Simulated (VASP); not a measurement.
Pb, 1 atom in the cell. It takes space group Fm-3m (No. 225, cubic). The conventional cell has a = 4.929 Å, b = 4.929 Å, c = 4.929 Å, α = 90.00°, β = 90.00°, γ = 90.00°. Within 4.6 Å of Pb (site symmetry m-3m) lie 12 Pb at 3.49 Å. 

```yaml
Program: VASP 6.6.1
Task: single point
Functional: PBEsol
Potentials_or_basis: VASP PAW PBE potentials, release 64 (Pb_d)
Cutoff: 500 eV
k_mesh: 9 × 9 × 9
Occupations: methfessel-paxton, width 0.1 eV
Spin: no spin polarisation
Dipole_correction: no
Further_INCAR_settings: ALGO = Normal; EDIFF = 1e-06; NBANDS = 13
```

Potentials or basis: VASP PAW PBE potentials, release 64 (Pb_d).

The run is started by

```bash
$ cat potpaw_PBE.64/Pb_d/POTCAR > POTCAR
$ mpirun -np 1 vasp_std > vasp.out
```

Hardware: 1 thread of Intel(R) Xeon(R) 6975P-C (Granite Rapids), on a shared host.

Problem. Estimate the wall time of this run.

Solution. Run time: 7.7 s on 1 thread of Intel(R) Xeon(R) 6975P-C (Granite Rapids), with other jobs on the host, peak memory 0.15 GiB. Counts: scf iterations 10, k points 35.
